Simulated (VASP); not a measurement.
# Sn (Immm) in VASP: further runs

Sn is run at these levels: PBE-based screened hybrid with 25 % exact exchange, PBE, r2SCAN+D3(BJ), HSE06; tasks: single point.

Everything below comes from runs of VASP 6.6.1. Logs are shortened: lines on timing, memory, paths and dates and some standing lists are left out, and cuts for length are marked.

## Step 1: The cell of the first run

It takes space group Immm (No. 71, orthorhombic). Conventional cell: a = 3.453 Å, b = 3.551 Å, c = 4.677 Å, α = 90.00°, β = 90.00°, γ = 90.00°. Sn (site symmetry mmm) has 14 Sn at 3.41 to 4.68 Å within 4.7 Å.

## Step 2: Single point, PBE-based screened hybrid with 25 % exact exchange

Contents of POSCAR:

```
Sn
1.0
   -1.7265390000      1.7755470000      2.3383420000
    1.7265390000     -1.7755470000      2.3383420000
    1.7265390000      1.7755470000     -2.3383420000
Sn
1
Direct
    0.0000000000      0.0000000000      0.0000000000
```

Contents of INCAR.step1:

```
SYSTEM = Sn
PREC = Accurate
ENCUT = 400
EDIFF = 1E-5
ISMEAR = -1
SIGMA = 0.05
LREAL = .False.
LASPH = .True.
NELM = 120
ALGO = Normal
ISIF = 2
LWAVE = .True.
GGA = PE
NBANDS = 13
GGA_COMPAT = .False.
```

Contents of INCAR.step2:

```
SYSTEM = Sn
PREC = Accurate
ENCUT = 400
EDIFF = 1E-6
ISMEAR = -1
SIGMA = 0.05
LREAL = .False.
LASPH = .True.
NELM = 120
ALGO = Normal
ISIF = 2
LWAVE = .False.
LCHARG = .True.
GGA = PE
LHFCALC = .True.
AEXX = 0.25
HFSCREEN = 0.3
PRECFOCK = Normal
LELF = .True.
LVHAR = .True.
ISTART = 1
NBANDS = 13
GGA_COMPAT = .False.
```

Contents of KPOINTS:

```
Automatic mesh
0
Gamma
  6 6 6
  0 0 0
```

Potentials or basis: VASP PAW PBE potentials, release 64 (Sn_d).

On the command line:

```
$ cat potpaw_PBE.64/Sn_d/POTCAR > POTCAR
$ cp INCAR.step1 INCAR
$ mpirun -np 1 vasp_std > vasp.out
$ cp INCAR.step2 INCAR
$ mpirun -np 1 vasp_std > vasp.out
```

OUTCAR:

```text
SYSTEM = Sn
   PREC = Accurate
   ENCUT = 400
   EDIFF = 1E-6
   ISMEAR = -1
   LREAL = .False.
   LASPH = .True.
   NELM = 120
   ISIF = 2
   GGA = PE
   LHFCALC = .True.
   AEXX = 0.25
   HFSCREEN = 0.3
   PRECFOCK = Normal
   ISTART = 1

 ion  position               nearest neighbor table
   1  0.000  0.000  0.000-

  LATTYP: Found a body centered orthorhombic cell.
 ALAT       =     3.4530780000
 B/A-ratio  =     1.0283851103
 C/A-ratio  =     1.3543522620

  Lattice vectors:

 A1 = (  -1.7265390000,   1.7755470000,   2.3383420000)
 A2 = (   1.7265390000,  -1.7755470000,   2.3383420000)
 A3 = (   1.7265390000,   1.7755470000,  -2.3383420000)

Analysis of symmetry for initial positions (statically):
=====================================================================
 Subroutine PRICEL returns:
 Original cell was already a primitive cell.

 Routine SETGRP: Setting up the symmetry group for a
 body centered orthorhombic supercell.

 Subroutine GETGRP returns: Found  8 space group operations
 (whereof  8 operations were pure point group operations)
 out of a pool of  8 trial point group operations.

The static configuration has the point symmetry D_2h.

Analysis of symmetry for dynamics (positions and initial velocities):
=====================================================================
 Subroutine PRICEL returns:
 Original cell was already a primitive cell.

 Routine SETGRP: Setting up the symmetry group for a
 body centered orthorhombic supercell.

 Subroutine GETGRP returns: Found  8 space group operations
 (whereof  8 operations were pure point group operations)
 out of a pool of  8 trial point group operations.

The dynamic configuration has the point symmetry D_2h.

 Subroutine INISYM returns: Found  8 space group operations
 (whereof  8 operations are pure point group operations),
 and found     1 'primitive' translations

----------------------------------------------------------------------------------------

                                     Primitive cell

  volume of cell :      28.6732

  direct lattice vectors                    reciprocal lattice vectors
    -1.726539000  1.775547000  2.338342000     0.000000000  0.281603359  0.213826720
     1.726539000 -1.775547000  2.338342000     0.289596702  0.000000000  0.213826720
     1.726539000  1.775547000 -2.338342000     0.289596702  0.281603359  0.000000000

  length of vectors
[... 95 lines left out ...]
   ISMEAR =    -1;   SIGMA  =   0.05  broadening in eV -4-tet -1-fermi 0-gaus
   EFERMI_NEDOS =   21; number of points for ismear=-14 and -15
   IALGO  =     38    algorithm
   IMIX   =      1    mixing-type and parameters
     AMIX     =   0.40;   BMIX     =  1.00
     AMIX_MAG =   1.60;   BMIX_MAG =  1.00
  volume/ion in A,a.u.               =      28.67       193.50
  Fermi-wavevector in a.u.,A,eV,Ry     =   1.289116  2.436076 22.610433  1.661820
  Thomas-Fermi vector in A             =   2.421028
   LORBIT       =      0    0 simple, 1 ext, 2 COOP (PROOUT), +10 PAW based schemes
   GGA     = PE    functional components
   LHFCALC =     T    Hartree Fock is set to
   PRECFOCK=normal    Normal, Fast or Accurate (Low or Medium for compatibility)
   ENCUT4O =  -1.0   cutoff for four orbital integrals eV
   NKREDX  =     1    reduce k-point grid by
   NKREDY  =     1    reduce k-point grid by
   NKREDZ  =     1    reduce k-point grid by
   AEXX    =    0.2500 exact exchange contribution
   HFSCREEN=    0.3000 screening length (either q_TF or 0.3 A-1)
   HFSCREENC=   0.3000 screening length for correlation (either q_TF or 0.3 A-1)
   ENCUTFOCK=  -1.0 apply spherical cutoff to Coloumb kernel
   IVDW    =     0    specifies the selected vdW correction
   LEPSILON=     F    determine dielectric tensor
   LRPA    =     F    only Hartree local field effects (RPA)
 non-spin polarized calculation
  energy-cutoff  :      400.00
  volume of cell :       28.67
 maximum number of plane-waves:       535
 NGX is ok and might be reduce to    24
  NGX = 18; NGY = 18; NGZ = 18

 number of electron      13.9999998 magnetization

 Free energy of the ion-electron system (eV)
  ---------------------------------------------------
  ext. energy  EPLUGINS =         0.00000000
  ---------------------------------------------------
  free energy    TOTEN  =        -4.10068868 eV

  energy without entropy =       -4.08883663  energy(sigma->0) =       -4.09476265

 E-fermi :   7.6153     XC(G=0):  -8.5316

 val. band max:        7.6121185841   @ k =   0.5000  -0.3333   0.1667
 cond. band min:       7.6915037560   @ k =   0.3333   0.5000   0.0000
 fundamental gap:      0.0793851718
 Fermi energy:         7.6152932769

 k-point     1 :       0.0000    0.0000    0.0000
  band No.  band energies     occupation
      1     -16.2369      2.00000
      2     -16.2249      2.00000
      3     -16.2047      2.00000
      4     -16.1739      2.00000
      5     -16.1352      2.00000
      6      -4.4316      2.00000
      7      15.1577      0.00000
      8      15.3080      0.00000
      9      15.7542      0.00000
     10      18.6961      0.00000
     11      19.1627      0.00000
     12      19.6930      0.00000
     13      19.8671      0.00000
[... 354 lines left out ...]
  band No.  band energies     occupation
      1     -16.2247      2.00000
      2     -16.1958      2.00000
      3     -16.1457      2.00000
      4     -16.1390      2.00000
      5     -16.0943      2.00000
      6       1.5247      2.00000
      7       4.2609      2.00000
      8       7.3312      1.99321
      9       9.0122      0.00000
     10      18.2947      0.00000
     11      20.2640      0.00000
     12      23.0458      0.00000
     13      23.5993      0.00000

 [... further k-points ...]

------------------------ aborting loop because EDIFF is reached ----------------------------------------

  FORCE on cell =-STRESS in cart. coord.  units (eV):
  Direction    XX          YY          ZZ          XY          YZ          ZX
  --------------------------------------------------------------------------------------
  -------------------------------------------------------------------------------------
  Total       -0.5273267      0.2693181     -0.4461798      0.0000000      0.0000000      0.0000000
  in kB      -29.4654940     15.0487206    -24.9312410      0.0000000      0.0000000      0.0000000
  external PRESSURE =     -13.1160048 kB  Pullay stress =       0.0000000 kB

 VOLUME and BASIS-vectors are now :
 -----------------------------------------------------------------------------
  energy-cutoff  :      400.00
  volume of cell :       28.67
      direct lattice vectors                 reciprocal lattice vectors
    -1.726539000  1.775547000  2.338342000     0.000000000  0.281603359  0.213826720
     1.726539000 -1.775547000  2.338342000     0.289596702  0.000000000  0.213826720
     1.726539000  1.775547000 -2.338342000     0.289596702  0.281603359  0.000000000

 POSITION                                       TOTAL-FORCE (eV/Angst)
 -----------------------------------------------------------------------------------
      0.00000      0.00000      0.00000         0.000000     -0.000000     -0.000000
 -----------------------------------------------------------------------------------
    total drift:                                0.000000     -0.000000     -0.000000

  FREE ENERGIE OF THE ION-ELECTRON SYSTEM (eV)
  ---------------------------------------------------
  free  energy   TOTEN  =        -4.1006886750 eV

  energy  without entropy=       -4.0888366339  energy(sigma->0) =       -4.09476265
```

Run time: 32 min. Hardware: 1 thread of Intel Xeon Platinum 8375C at 2.90GHz (Ice Lake), shared host; peak memory 0.25 GiB.

What came out:

| Quantity | Value |
| --- | --- |
| Free energy | -4.1007 eV |
| Pressure | -1.3 GPa |
| Band gap on the k mesh | zero (bands 7 and 8 overlap by 9.79 eV) |

Stress tensor (GPa, compression positive):
```
-2.95  0.00  0.00
 0.00  1.50  0.00
 0.00  0.00 -2.49
```

Caveat: the k points lie up to 0.38 Å⁻¹ apart, too coarse for converged energies and pressures of a metal; the PAW data sets were made with another functional, which shifts forces and pressure a little; spin-orbit coupling is left out, which moves the levels of the heavy elements.

## Step 3: Single point, PBE, non-collinear spin, zero start, spin-orbit coupling

Contents of INCAR:

```
PREC = Accurate ; ENCUT = 520
EDIFF = 1E-7 ; ISMEAR = -1
SIGMA = 0.1 ; LREAL = F
LASPH = T ; NELM = 150
ALGO = Fast ; ISIF = 2
LWAVE = F ; LCHARG = T
MAGMOM = 0 0 0 ; LORBIT = 11
LSORBIT = T ; GGA_COMPAT = F
LORBMOM = T ; GGA = PE
LVHAR = T ; NBANDS = 25
```

Contents of KPOINTS:

```
Automatic mesh
0
Gamma
  9 9 9
```

POSCAR is that of step 2.

Potentials or basis: VASP PAW PBE potentials, release 64 (Sn_d).

On the command line:

```
$ cat potpaw_PBE.64/Sn_d/POTCAR > POTCAR
$ mpirun -np 1 vasp_ncl > vasp.out
```

Run time: 8.6 min. Hardware: 1 thread of Intel Xeon 8259CL, shared host; peak memory 0.32 GiB.

The run converged. Its results:

| Property | Result |
| --- | --- |
| Free energy | -3.8511 eV |
| Pressure | -0.9 GPa |
| Net moment | 0.00 μB per cell |
| Valence electrons inside the program's atomic spheres | Sn 12.12 |

Stress tensor (GPa, compression positive):
```
-0.96  0.00  0.00
 0.00 -1.71  0.00
 0.00  0.00 -0.06
```

Moments on the atoms (μB; x, y, z):
```
Sn  0.00 0.00 0.00
```

## Step 4: Single point, r2SCAN+D3(BJ)

POSCAR is that of step 3.

Contents of INCAR.step1:

```
  PREC = Accurate
  ENCUT = 520
  ISMEAR = -1
  SIGMA = 0.05
  LREAL = F
  LASPH = T
  NELM = 100
  NBANDS = 13
  GGA = PE
  ALGO = Normal
  EDIFF = 1E-4
  LWAVE = T
  LCHARG = F
```

Contents of INCAR.step2:

```
  PREC = Accurate
  ENCUT = 520
  EDIFF = 1E-6
  ISMEAR = -1
  SIGMA = 0.05
  LREAL = F
  LASPH = T
  NELM = 100
  ALGO = Normal
  ISIF = 2
  LWAVE = F
  LCHARG = F
  METAGGA = R2SCAN
  LMIXTAU = T
  IVDW = 12
  VDW_S6 = 1.0
  VDW_S8 = 0.78981345
  VDW_A1 = 0.49484001
  VDW_A2 = 5.73083694
  NBANDS = 13
  ISTART = 1
```

Contents of KPOINTS:

```
Automatic mesh
0
Gamma
  11 11 11
```

Potentials or basis: VASP PAW PBE potentials, release 64 (Sn_d).

On the command line:

```
$ cat potpaw_PBE.64/Sn_d/POTCAR > POTCAR
$ cp INCAR.step1 INCAR
$ mpirun -np 1 vasp_std > vasp.out
$ cp INCAR.step2 INCAR
$ mpirun -np 1 vasp_std > vasp.out
```

OUTCAR:

```text
PREC = Accurate
   ENCUT = 520
   EDIFF = 1E-6
   ISMEAR = -1
   LREAL = F
   LASPH = T
   NELM = 100
   ISIF = 2
   METAGGA = R2SCAN
   IVDW = 12
   ISTART = 1
 IVDW          = 12

 ion  position               nearest neighbor table
   1  0.000  0.000  0.000-

  LATTYP: Found a body centered orthorhombic cell.
 ALAT       =     3.4530780000
 B/A-ratio  =     1.0283851103
 C/A-ratio  =     1.3543522620

  Lattice vectors:

[... 564 lines left out ...]
     12      21.6729      0.00000
     13      23.1377      0.00000

 [... further k-points ...]

------------------------ aborting loop because EDIFF is reached ----------------------------------------

 Edisp (eV)   -0.17267

 E8    (eV) :    -0.0667

  FORCE on cell =-STRESS in cart. coord.  units (eV):
  Direction    XX          YY          ZZ          XY          YZ          ZX
  --------------------------------------------------------------------------------------
  -------------------------------------------------------------------------------------
  Total      -0.47195    -0.73374    -0.52069     0.00000     0.00000     0.00000
  in kB     -26.37095   -40.99920   -29.09466     0.00000     0.00000     0.00000
  external pressure =      -32.15 kB  Pullay stress =        0.00 kB

 VOLUME and BASIS-vectors are now :
 -----------------------------------------------------------------------------
  energy-cutoff  :      520.00
  volume of cell :       28.67
      direct lattice vectors                 reciprocal lattice vectors
    -1.726539000  1.775547000  2.338342000     0.000000000  0.281603359  0.213826720
     1.726539000 -1.775547000  2.338342000     0.289596702  0.000000000  0.213826720
     1.726539000  1.775547000 -2.338342000     0.289596702  0.281603359  0.000000000

 POSITION                                       TOTAL-FORCE (eV/Angst)
 -----------------------------------------------------------------------------------
      0.00000      0.00000      0.00000        -0.000000      0.000000      0.000000
 -----------------------------------------------------------------------------------
    total drift:                                0.000000      0.000000      0.000000

  FREE ENERGIE OF THE ION-ELECTRON SYSTEM (eV)
  ---------------------------------------------------
  free  energy   TOTEN  =       -24.6726174484 eV

  energy  without entropy=      -24.6690351254  energy(sigma->0) =      -24.67082629
```

OUTCAR.step1:

```text
PREC = Accurate
   ENCUT = 520
   ISMEAR = -1
   LREAL = F
   LASPH = T
   NELM = 100
[... 600 lines left out ...]

 POSITION                                       TOTAL-FORCE (eV/Angst)
 -----------------------------------------------------------------------------------
      0.00000      0.00000      0.00000         0.000000     -0.000000      0.000000
 -----------------------------------------------------------------------------------
    total drift:                                0.000000     -0.000000      0.000000

  FREE ENERGIE OF THE ION-ELECTRON SYSTEM (eV)
  ---------------------------------------------------
  free  energy   TOTEN  =        -3.7879518628 eV

  energy  without entropy=       -3.7844195630  energy(sigma->0) =       -3.78618571
```

OSZICAR.step1:

```text
N       E                     dE             d eps       ncg     rms          rms(c)
DAV:   1     0.799496504036E+02    0.79950E+02   -0.72175E+03  5769   0.157E+03
DAV:   2     0.183395052207E+01   -0.78116E+02   -0.75753E+02  5936   0.333E+02
DAV:   3    -0.367691688019E+01   -0.55109E+01   -0.54869E+01  6681   0.728E+01
DAV:   4    -0.379457410541E+01   -0.11766E+00   -0.11764E+00  6753   0.114E+01
DAV:   5    -0.379865243837E+01   -0.40783E-02   -0.40782E-02  7565   0.206E+00    0.118E+00
DAV:   6    -0.379060200641E+01    0.80504E-02   -0.90560E-03  7246   0.159E+00    0.658E-01
DAV:   7    -0.378804637514E+01    0.25556E-02   -0.60284E-03  7341   0.124E+00    0.877E-02
DAV:   8    -0.378795186281E+01    0.94512E-04   -0.62879E-04  6921   0.420E-01
   1 F= -.37879519E+01 E0= -.37861857E+01  d E =-.353230E-02
```

Run time: 4.6 min. Hardware: 1 thread of AMD EPYC 7R13 (Zen 3), shared host; peak memory 0.2 GiB.

What came out:

| Item | Value |
| --- | --- |
| Free energy | -24.6726 eV |
| Pressure | -3.2 GPa |
| Band gap on the k mesh | zero (bands 7 and 8 overlap by 9.32 eV) |
| Dispersion energy per atom | -0.173 eV |

Caveat: three body term missing; the cell stands under tension; the PAW data sets were made with another functional, which shifts forces and pressure a little; spin-orbit coupling is left out, which moves the levels of the heavy elements.

(Continued in part 2 of 2.)

The gap in the log of VASP goes by the Fermi energy; the results here count the filled bands.